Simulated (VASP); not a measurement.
Runs of VASP 6.6.1 on SiO2. The structure is that of space group P4_32_12 (No. 96), or close to it. The cells are those of the table. 

```csv
level,potentials or basis,cell,k mesh,smearing,gap on the mesh (eV),pressure (GPa),largest force (eV/Å)
PBEsol,"VASP PAW PBE potentials, release 64 (Si, O)","a = 4.976, b = 4.976, c = 6.901 Å, 12 atoms",6 × 6 × 4,fermi-dirac 0.05 eV,5.67,2.9,(c)
LDA,"VASP PAW LDA potentials, release 64 (Si, O)","a = 4.976, b = 4.976, c = 6.901 Å, 12 atoms",6 × 6 × 4,gaussian 0.01 eV,5.49,-1.0,0.06
r2SCAN,"VASP PAW PBE potentials, release 64 (Si, O)","a = 4.982, b = 4.982, c = 6.921 Å, 12 atoms",6 × 6 × 4,fermi-dirac 0.05 eV,6.35,0.2,0.03
PBE,"VASP PAW PBE potentials, release 64 (Si, O)","a = 4.976, b = 4.976, c = 6.901 Å, 12 atoms",4 × 4 × 3,fermi-dirac 0.05 eV,5.73,4.9,0.27
LDA,"VASP PAW LDA potentials, release 64 (Si, O)","a = 4.976, b = 4.976, c = 6.901 Å, 12 atoms",6 × 6 × 4,fermi-dirac 0.05 eV,5.49,-1.0,0.06
r2SCAN+D3(BJ),"VASP PAW PBE potentials, release 64 (Si, O)","a = 4.910, b = 4.910, c = 6.772 Å, 12 atoms",6 × 6 × 4,fermi-dirac 0.05 eV,6.45,0.2,0.03
PBE,"VASP PAW PBE potentials, release 64 (Si, O)","a = 4.976, b = 4.976, c = 6.901 Å, 12 atoms",8 × 8 × 6,fermi-dirac 0.05 eV,5.73,4.9,0.27
PBE,"VASP PAW PBE potentials, release 64 (Si, O)","a = 4.976, b = 4.976, c = 6.901 Å, 12 atoms",2 × 2 × 2,fermi-dirac 0.05 eV,5.73,4.9,0.28
RPBE,"VASP PAW PBE potentials, release 64 (Si, O)","a = 5.137, b = 5.137, c = 7.185 Å, 12 atoms",6 × 6 × 4,fermi-dirac 0.05 eV,5.56,(a),0.03
PBE,"VASP PAW PBE potentials, release 64 (Si, O)","a = 4.976, b = 4.976, c = 6.901 Å, 12 atoms",3 × 3 × 3,fermi-dirac 0.05 eV,5.73,4.9,0.28
LDA,"VASP PAW LDA potentials, release 64 (Si, O)","a = 4.948, b = 4.948, c = 6.878 Å, 12 atoms",6 × 6 × 4,fermi-dirac 0.05 eV,(b),0.6,0.03
```

Alike in all rows: task single point; no spin polarisation; cutoff (eV) 520.

Problem. Fill in the values left out.

Solution. (a) -0.3; (b) 5.55; (c) 0.18.

Caveats: some runs use coarse meshes; the PAW data sets were made with another functional, which shifts forces and pressure a little (some runs).

A k mesh can miss the band edges.
